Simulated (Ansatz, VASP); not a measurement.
**Bi2Te3: VASP beside Ansatz**

INCAR

```
SYSTEM = Bi2Te3
ALGO = Normal
EDIFF = 1E-6
ENCUT = 520
GGA = PE
ISIF = 2
ISMEAR = 0
IVDW = 12
LASPH = .True.
LCHARG = .False.
LREAL = .False.
LWAVE = .False.
NBANDS = 32
NELM = 100
PREC = Accurate
SIGMA = 0.02
```

The input KPOINTS:

```
k-points
0
Gamma
  9 9 9
  0 0 0
```

File POSCAR:

```
Bi2Te3
1.0
    2.1938840767      1.2666395623     10.1014874575
   -2.1938840767      1.2666395623     10.1014874575
    0.0000000000     -2.5332791246     10.1014874575
Bi Te
2 3
Direct
    0.4001103133      0.4001103133      0.4001103133
    0.5998896867      0.5998896867      0.5998896867
    0.0000000000      0.0000000000      0.0000000000
    0.2094351937      0.2094351937      0.2094351937
    0.7905648063      0.7905648063      0.7905648063
```

Input for Ansatz:

```yaml
crystal:
  lattice:
    - [2.1938840767, 1.2666395623, 10.1014874575]
    - [-2.1938840767, 1.2666395623, 10.1014874575]
    - [0.0, -2.5332791246, 10.1014874575]
  atoms:
    - { symbol: Bi, position: [0.4001103133, 0.4001103133, 0.4001103133] }
    - { symbol: Bi, position: [0.5998896867, 0.5998896867, 0.5998896867] }
    - { symbol: Te, position: [0.0, 0.0, 0.0] }
    - { symbol: Te, position: [0.2094351937, 0.2094351937, 0.2094351937] }
    - { symbol: Te, position: [0.7905648063, 0.7905648063, 0.7905648063] }
basis:
  ecutwfc: 420
kpoints:
  mp_grid: { grid: [9, 9, 9] }
  band_path: { path: [VBM, CBM], npoints: 2 }
hamiltonian:
  xc: pbe
  dispersion: d3bj
scf:
  occupations: { method: gaussian, width: 0.02 }
output:
  forces: true
  stress: true
  eigenvalues: true
  write_density: true
  write_potential: true
  elf: true
  volumetric_format: npy
```

Alike in both runs: task single point; functional PBE; dispersion D3(BJ); k mesh 9 × 9 × 9; occupations gaussian, width 0.02 eV; no spin polarisation.

|  | VASP | Ansatz |
| --- | --- | --- |
| version | VASP 6.6.1 | Ansatz 0.2.0 |
| potentials or method | VASP PAW PBE potentials, release 64 (Bi_d, Te), cutoff 520 eV | scalar-relativistic, plane waves, PAW |
| valence electrons in the cell | 48 | 78 |

|  | VASP | Ansatz | Ansatz less VASP |
| --- | --- | --- | --- |
| gap on the k mesh at the Fermi level (eV) | 0.25 | 0.26 | +0.011 |
| least direct gap on the mesh (eV) | 0.25 | 0.26 | +0.011 |
| pressure (GPa) | 0.0 | 0.0 | +0.02 |
| rms of the force components (eV/Å) | 0.007 | 0.001 | -0.0054 |

Atom by atom the forces differ by 0.005 eV/Å (rms over components). VASP's potentials hold 48 valence electrons a cell and Ansatz's 78, so a difference there can come from the potentials and not from the codes.

Neither program's run includes spin-orbit coupling.
